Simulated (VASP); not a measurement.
# SnO2 (Pnnm) in VASP: notebook

SnO2 is run at these levels: PBE; tasks: single point.

Everything below comes from runs of VASP 6.6.1. Logs are shortened: lines on timing, memory, paths and dates and some standing lists are left out, and cuts for length are marked.

## Step 1: The cell of the first run

The structure is orthorhombic, space group Pnnm (No. 58). Conventional cell: a = 4.828 Å, b = 4.828 Å, c = 3.238 Å, α = 90.00°, β = 90.00°, γ = 90.00°. Sn (site symmetry 2/m) has 6 O at 2.09 to 2.10 Å within 2.8 Å. Within 2.8 Å of O (site symmetry m) lie 3 Sn at 2.09 to 2.10 Å and 1 O at 2.65 Å.

## Step 2: Single point, PBE (mode 4 frozen in at +0.084 Å and mode 7 at +0.000 Å (largest displacements))

Input file INCAR:

```
SYSTEM = SnO2
PREC = Accurate ; ENCUT = 520
EDIFF = 1E-7 ; ISMEAR = 0
SIGMA = 0.05 ; LREAL = .False.
LASPH = .True. ; NELM = 100
ALGO = Normal ; ISIF = 2
LWAVE = .False. ; LCHARG = .False.
GGA = PE ; NBANDS = 35
```

Input file KPOINTS:

```
Automatic mesh
0
Gamma
  6 6 8
  0 0 0
```

Input file POSCAR:

```
SnO2
1.0
    4.8277932898      0.0000000000      0.0000000000
    0.0000000000      4.8278069739      0.0000000000
    0.0000000000      0.0000000000      3.2379014683
Sn O
2 4
Direct
    0.5000000000      0.5000000000      0.5000000000
    0.0000000000      0.0000000000      0.0000000000
    0.3188763247      0.2943279924      0.0000000000
    0.8188763247      0.2056720076      0.5000000000
    0.1811236753      0.7943279924      0.5000000000
    0.6811236753      0.7056720076      0.0000000000
```

Potentials or basis: VASP PAW PBE potentials, release 64 (Sn_d, O).

Launch:

```
$ cat potpaw_PBE.64/Sn_d/POTCAR potpaw_PBE.64/O/POTCAR > POTCAR
$ mpirun -np 1 vasp_std > vasp.out
```

OUTCAR:

```text
SYSTEM = SnO2
   PREC = Accurate
   ENCUT = 520
   EDIFF = 1E-7
   ISMEAR = 0
   LREAL = .False.
   LASPH = .True.
   NELM = 100
   ISIF = 2
   GGA = PE

 ion  position               nearest neighbor table
   1  0.500  0.500  0.500-   3 2.09   6 2.09   3 2.09   6 2.09   5 2.10   4 2.10
   2  0.000  0.000  0.000-   4 2.09   5 2.09   4 2.09   5 2.09   3 2.10   6 2.10
   3  0.319  0.294  0.000-   1 2.09   1 2.09   2 2.10
   4  0.819  0.206  0.500-   2 2.09   2 2.09   1 2.10
   5  0.181  0.794  0.500-   2 2.09   2 2.09   1 2.10
   6  0.681  0.706  0.000-   1 2.09   1 2.09   2 2.10

  LATTYP: Found a simple tetragonal cell.
 ALAT       =     4.8277932898
 C/A-ratio  =     0.6706793920

  Lattice vectors:

 A1 = (   4.8277932898,   0.0000000000,   0.0000000000)
 A2 = (   0.0000000000,   4.8278069739,   0.0000000000)
 A3 = (   0.0000000000,   0.0000000000,   3.2379014683)

Analysis of symmetry for initial positions (statically):
=====================================================================
 Subroutine PRICEL returns:
 Original cell was already a primitive cell.

 Routine SETGRP: Setting up the symmetry group for a
 simple tetragonal supercell.

 Subroutine GETGRP returns: Found  8 space group operations
 (whereof  4 operations were pure point group operations)
 out of a pool of 16 trial point group operations.

The static configuration has the point symmetry C_2h.
 The point group associated with its full space group is D_2h.

Analysis of symmetry for dynamics (positions and initial velocities):
=====================================================================
 Subroutine PRICEL returns:
 Original cell was already a primitive cell.

 Routine SETGRP: Setting up the symmetry group for a
 simple tetragonal supercell.

 Subroutine GETGRP returns: Found  8 space group operations
 (whereof  4 operations were pure point group operations)
 out of a pool of 16 trial point group operations.

The dynamic configuration has the point symmetry C_2h.
 The point group associated with its full space group is D_2h.

 Subroutine INISYM returns: Found  8 space group operations
 (whereof  4 operations are pure point group operations),
 and found     1 'primitive' translations

----------------------------------------------------------------------------------------

                                     Primitive cell

  volume of cell :      75.4679

  direct lattice vectors                    reciprocal lattice vectors
     4.827793290  0.000000000  0.000000000     0.207133972  0.000000000  0.000000000
     0.000000000  4.827806974  0.000000000     0.000000000  0.207133385  0.000000000
     0.000000000  0.000000000  3.237901468     0.000000000  0.000000000  0.308842011

  length of vectors
     4.827793290  4.827806974  3.237901468     0.207133972  0.207133385  0.308842011

  position of ions in fractional coordinates (direct lattice)
     0.500000000  0.500000000  0.500000000
     0.000000000  0.000000000  0.000000000
     0.318876325  0.294327992  0.000000000
     0.818876325  0.205672008  0.500000000
     0.181123675  0.794327992  0.500000000
     0.681123675  0.705672008  0.000000000

  ion indices of the primitive-cell ions
   primitive index   ion index
                 1           1
                 2           2
                 3           3
                 4           4
                 5           5
                 6           6

----------------------------------------------------------------------------------------

 KPOINTS: Automatic mesh

Automatic generation of k-mesh.
 Grid dimensions read from file:
 generate k-points for:    6    6    8

 Generating k-lattice:

  Cartesian coordinates                     Fractional coordinates (reciprocal lattice)
     0.034522329  0.000000000  0.000000000     0.166666667  0.000000000  0.000000000
     0.000000000  0.034522231  0.000000000     0.000000000  0.166666667  0.000000000
     0.000000000  0.000000000  0.038605251     0.000000000  0.000000000  0.125000000

  Length of vectors
     0.034522329  0.034522231  0.038605251

  Shift w.r.t. Gamma in fractional coordinates (k-lattice)
     0.000000000  0.000000000  0.000000000

 Subroutine IBZKPT returns following result:
 ===========================================

 Found     80 irreducible k-points:

 Following reciprocal coordinates:
            Coordinates               Weight
  0.000000  0.000000  0.000000      1.000000
  0.166667  0.000000  0.000000      2.000000
  0.000000  0.166667  0.000000      2.000000
  0.333333  0.000000  0.000000      2.000000
  0.000000  0.333333  0.000000      2.000000
  0.500000  0.000000  0.000000      1.000000
[... 16 lines left out ...]
  0.000000  0.500000  0.125000      2.000000
  0.166667  0.166667  0.125000      8.000000
 [... further k-points ...]
   k-points           NKPTS =     80   k-points in BZ     NKDIM =     80   number of bands    NBANDS=     35
   number of dos      NEDOS =    301   number of ions     NIONS =      6
   total plane-waves  NPLWV =  31104
   dimension x,y,z NGX =    36 NGY =   36 NGZ =   24
   dimension x,y,z NGXF=    72 NGYF=   72 NGZF=   48
   ions per type =               2   4
   NGX,Y,Z   is equivalent  to a cutoff of  12.40, 12.40, 12.32 a.u.
   NGXF,Y,Z  is equivalent  to a cutoff of  24.79, 24.79, 24.64 a.u.
 SYSTEM =  SnO2
   PREC   = accura    normal or accurate (medium, high low for compatibility)
   ISTART =      0    job   : 0-new  1-cont  2-samecut
   ICHARG =      2    charge: 1-file 2-atom 10-const
   ISPIN  =      1    spin polarized calculation?
   LNONCOLLINEAR =      F non collinear calculations
   LSORBIT =      F    spin-orbit coupling
   LASPH  =      T    aspherical Exc in radial PAW
   ENCUT  =  520.0 eV  38.22 Ry    6.18 a.u.   8.98  8.98  6.02*2*pi/ulx,y,z
   NELM   =    100;   NELMIN=  2; NELMDL= -5     # of ELM steps
   EDIFF  = 0.1E-06   stopping-criterion for ELM
   LREAL  =      F    real-space projection
   EDIFFG = 0.1E-05   stopping-criterion for IOM
   NSW    =      0    number of steps for IOM
   IBRION =     -1    ionic relax: 0-MD 1-quasi-New 2-CG
   NFREE  =      0    steps in history (QN), initial steepest desc. (CG)
   ISIF   =      2    stress and relaxation
   ISYM   =      2    0-nonsym 1-usesym 2-fastsym
   POTIM  = 0.5000    time-step for ionic-motion
   TEBEG  =    0.0;   TEEND  =   0.0 temperature during run
   PSTRESS=    0.0 pullay stress
   NELECT =      52.0000    total number of electrons
   NUPDOWN=      -1.0000    fix difference up-down
   EMIN   =  10.00;   EMAX   =-10.00  energy-range for DOS
   EFERMI =   0.00;   METHOD = LEGACY
   ISMEAR =     0;   SIGMA  =   0.05  broadening in eV -4-tet -1-fermi 0-gaus
   EFERMI_NEDOS =   21; number of points for ismear=-14 and -15
   IALGO  =     38    algorithm
   IMIX   =      4    mixing-type and parameters
     AMIX     =   0.40;   BMIX     =  1.00
     AMIX_MAG =   1.60;   BMIX_MAG =  1.00
  volume/ion in A,a.u.               =      12.58        84.88
  Fermi-wavevector in a.u.,A,eV,Ry     =   1.445956  2.732461 28.446926  2.090790
  Thomas-Fermi vector in A             =   2.564080
   LORBIT       =      0    0 simple, 1 ext, 2 COOP (PROOUT), +10 PAW based schemes
   GGA     = PE    functional components
   LHFCALC =     F    Hartree Fock is set to
   AEXX    =    0.0000 exact exchange contribution
   IVDW    =     0    specifies the selected vdW correction
   LEPSILON=     F    determine dielectric tensor
   LRPA    =     F    only Hartree local field effects (RPA)
 non-spin polarized calculation
 Gauss-broadening in eV      SIGMA  =   0.05
  energy-cutoff  :      520.00
  volume of cell :       75.47
 maximum number of plane-waves:      2068
   NGX = 17   NGY = 17   NGZ = 13

 number of electron      52.0000002 magnetization

 Free energy of the ion-electron system (eV)
  ---------------------------------------------------
  ext. energy  EPLUGINS =         0.00000000
  ---------------------------------------------------
  free energy    TOTEN  =       -37.30116020 eV

  energy without entropy =      -37.30116020  energy(sigma->0) =      -37.30116020

 E-fermi :   5.7203     XC(G=0): -10.9787

 val. band max:        5.4715736449   @ k =   0.0000   0.0000   0.0000
 cond. band min:       6.2240346159   @ k =   0.0000   0.0000   0.0000
 fundamental gap:      0.7524609710
 Fermi energy:         5.7203486969

 k-point     1 :       0.0000    0.0000    0.0000
  band No.  band energies     occupation
      1     -15.4994      2.00000
      2     -14.8403      2.00000
      3     -14.6496      2.00000
      4     -14.6227      2.00000
      5     -14.6198      2.00000
      6     -14.5556      2.00000
[... 27 lines left out ...]
     34      17.2055      0.00000
     35      17.5778      0.00000

 k-point     2 :       0.1667    0.0000    0.0000
  band No.  band energies     occupation
      1     -15.4624      2.00000
      2     -14.8820      2.00000
      3     -14.6488      2.00000
      4     -14.6210      2.00000
      5     -14.6185      2.00000
      6     -14.5842      2.00000
[... 27 lines left out ...]
     34      16.9624      0.00000
     35      17.6072      0.00000

 k-point     3 :       0.0000    0.1667    0.0000
  band No.  band energies     occupation
      1     -15.4620      2.00000
      2     -14.8814      2.00000
      3     -14.6486      2.00000
      4     -14.6211      2.00000
      5     -14.6184      2.00000
      6     -14.5837      2.00000
[... 27 lines left out ...]
     34      17.2507      0.00000
     35      17.6359      0.00000
[... 723 lines left out ...]
 k-point    23 :       0.0000    0.5000    0.1250
  band No.  band energies     occupation
      1     -15.1630      2.00000
      2     -15.1630      2.00000
      3     -14.7303      2.00000
      4     -14.7303      2.00000
      5     -14.5902      2.00000
      6     -14.5902      2.00000
[... 27 lines left out ...]
     34      17.5604      0.00000
     35      17.9919      0.00000

 k-point    24 :       0.1667    0.1667    0.1250
  band No.  band energies     occupation
      1     -15.3749      2.00000
      2     -14.9017      2.00000
      3     -14.7415      2.00000
      4     -14.7232      2.00000
      5     -14.6195      2.00000
      6     -14.5667      2.00000
[... 27 lines left out ...]
     34      17.3324      0.00000
     35      17.6156      0.00000

 [... further k-points ...]
[... 5 lines left out ...]
  --------------------------------------------------------------------------------------
  -------------------------------------------------------------------------------------
  Total        0.3251038     -0.1130086      0.2479077     -0.0000000      0.0000000      0.0000000
  in kB        6.9019289     -2.3991633      5.2630602     -0.0000000      0.0000000      0.0000000
  external PRESSURE =       3.2552753 kB  Pullay stress =       0.0000000 kB

 VOLUME and BASIS-vectors are now :
 -----------------------------------------------------------------------------
  energy-cutoff  :      520.00
  volume of cell :       75.47
      direct lattice vectors                 reciprocal lattice vectors
     4.827793290  0.000000000  0.000000000     0.207133972  0.000000000  0.000000000
     0.000000000  4.827806974  0.000000000     0.000000000  0.207133385  0.000000000
     0.000000000  0.000000000  3.237901468     0.000000000  0.000000000  0.308842011

 POSITION                                       TOTAL-FORCE (eV/Angst)
 -----------------------------------------------------------------------------------
      2.41390      2.41390      1.61895         0.000000      0.000000      0.000000
      0.00000      0.00000      0.00000         0.000000      0.000000      0.000000
      1.53947      1.42096      0.00000        -0.045457      0.040835      0.000000
      3.95337      0.99294      1.61895        -0.045457     -0.040835      0.000000
      0.87443      3.83486      1.61895         0.045457      0.040835     -0.000000
      3.28832      3.40685      0.00000         0.045457     -0.040835     -0.000000
 -----------------------------------------------------------------------------------
    total drift:                                0.000000      0.000000      0.000000

  FREE ENERGIE OF THE ION-ELECTRON SYSTEM (eV)
  ---------------------------------------------------
  free  energy   TOTEN  =       -37.3011601983 eV

  energy  without entropy=      -37.3011601983  energy(sigma->0) =      -37.30116020
```

Wall time 95 s (1 thread of Intel Xeon 6975P-C (Granite Rapids), shared host); peak memory 0.29 GiB.

What came out:

```yaml
Free_energy: -37.3012 eV
Pressure: 0.3 GPa
Largest_force: 0.061 eV/Å
Band_gap_on_the_k_mesh: 0.75 eV, direct
```

Forces on the atoms (eV/Å):
```
Sn   0.000  0.000  0.000
Sn   0.000  0.000  0.000
O   -0.045  0.041  0.000
O   -0.045 -0.041  0.000
O    0.045  0.041  0.000
O    0.045 -0.041  0.000
```

Caveat: the cell differs from its parent crystal (mode 4 frozen in at +0.084 Å and mode 7 at +0.000 Å (largest displacements)); spin-orbit coupling is left out, which moves the levels of the heavy elements.

[end of part 1 of 2]
